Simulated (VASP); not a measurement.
Ge:

```
Ge
1.0
     0.00000    2.82868    2.82868
     2.82868    0.00000    2.82868
     2.82868    2.82868    0.00000
Ge
2
Direct
  0.50000 0.50000 0.50000
  0.75000 0.75000 0.75000
```

- Program: VASP 6.6.1
- Task: relaxation of cell and atoms
- Functional: RPBE
- Potentials or basis: VASP PAW PBE potentials, release 64 (Ge_d)
- Cutoff: 600 eV
- k mesh: 5 × 5 × 5
- Occupations: fermi-dirac, width 0.05 eV
- Spin: no spin polarisation

At the start: pressure 5.4 GPa; volume 22.63 Å³/atom.

Problem. Where does the relaxation end?

Solution. Over 3 steps the energy falls by 33.6 meV/atom and the volume is 24.72 Å³/atom (+9.2 %); space group Fd-3m (No. 227, to 0.05 Å).

Step by step:
```
step  energy change (eV)  largest force (eV/Å)  pressure (GPa)  volume (Å³)
   1              0.0000                0.0000            5.39        45.27
   2             -0.0640                0.0000           -1.13        50.44
   3             -0.0671                0.0000            0.03        49.43
```

Final structure:
```
Ge
1.0
     0.00000    2.91287    2.91287
     2.91287    0.00000    2.91287
     2.91287    2.91287    0.00000
Ge
2
Direct
  0.50000 0.50000 0.50000
  0.75000 0.75000 0.75000
```

Caveat: the k points lie up to 0.37 Å⁻¹ apart in the final cell; the PAW data sets were made with another functional, which shifts forces and pressure a little.
